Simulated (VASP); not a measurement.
Write the native input for VASP 6.6.1 that does the following.

```yaml
Task: single point
Functional: PBE
Potentials_or_basis: VASP PAW PBE potentials, release 64 (Mg, O, H)
Cutoff: 520 eV
k_mesh: 2 × 2 × 2
Occupations: fermi-dirac, width 0.05 eV
Spin: collinear spin
Starting_moments: "[0.0, 0.0, 0.0, 0.0, 0.0, 0.0, 0.0, 0.0, 0.0, 0.0, 0.0, 0.0, 0.0, 0.0, 0.0, 0.0, 1.0] μB"
Dipole_correction: no
Further_INCAR_settings: LREAL = Auto; ALGO = Normal; EDIFF = 1e-06; NBANDS = 50
```

The structure of Mg8HO8 (a cell with a defect) lies in POSCAR:

```
Mg8HO8
1.0
    0.0000000000      3.9520000000      3.9520000000
    3.9520000000      0.0000000000      3.9520000000
    3.9520000000      3.9520000000      0.0000000000
Mg O H
8 8 1
Direct
    0.0235829960     -0.0217611336      0.0233552632
    0.0111589069      0.0436234818      0.5077176113
    0.0420167004      0.4868547571      0.0302758097
   -0.0129175101      0.4944711538      0.5300480769
    0.5361589069      0.0243168016     -0.0392712551
    0.5569838057      0.0206983806      0.4803137652
    0.5035551619      0.5481148785     -0.0047950405
    0.4661563765      0.5865258097      0.5074013158
    0.2960146761      0.2224569838      0.2519610324
    0.2679782389      0.2526948381      0.7419154858
    0.2413714575      0.8000000000      0.2590334008
    0.3099822874      0.7953061741      0.7296685223
    0.7718243927      0.2922950405      0.2296938259
    0.7331351215      0.2998861336      0.7647646761
    0.7637272267      0.8045926113      0.2240258097
    0.7826670040      0.7781629555      0.7190789474
    0.0949645749      0.6093117409      0.1940789474
```

One way to write it, as run:

INCAR

```
PREC = Accurate
ENCUT = 520
EDIFF = 1E-6
ISMEAR = -1
SIGMA = 0.05
LREAL = Auto
LASPH = T
NELM = 150
ALGO = Normal
ISIF = 2
LWAVE = F
LCHARG = T
ISPIN = 2
MAGMOM = 0 0 0 0 0 0 0 0 0 0 0 0 0 0 0 0 1
LORBIT = 11
GGA = PE
LELF = T
LVHAR = T
NBANDS = 50
```

KPOINTS

```
Automatic mesh
0
Gamma
  2 2 2
```

Potentials or basis: VASP PAW PBE potentials, release 64 (Mg, O, H).

Launch:

```bash
$ cat potpaw_PBE.64/Mg/POTCAR potpaw_PBE.64/O/POTCAR potpaw_PBE.64/H/POTCAR > POTCAR
$ mpirun -np 1 vasp_std > vasp.out
```

Results of the run:

```yaml
Pressure: 72.2 GPa
Largest_force: 6.069 eV/Å
Net_moment: 0.29 μB per cell
Site_moments: Mg +0.00, +0.01, -0.00 (each value once); O +0.04, -0.00, +0.03, +0.01, +0.06 (each value once); H +0.08 μB
Valence_electrons_inside_the_program's_atomic_spheres: Mg 0.67, 0.58, 0.64, 0.60, 0.59 (each value once); O 5.21, 5.20, 5.23, 5.30, 5.25 (each value once); H 0.68
```

Caveat: the k points lie up to 0.69 Å⁻¹ apart; the atoms stand as in a frame of molecular dynamics.

It took 10 min on 1 thread of Intel Xeon 8259CL (shared host), peak memory 0.35 GiB.
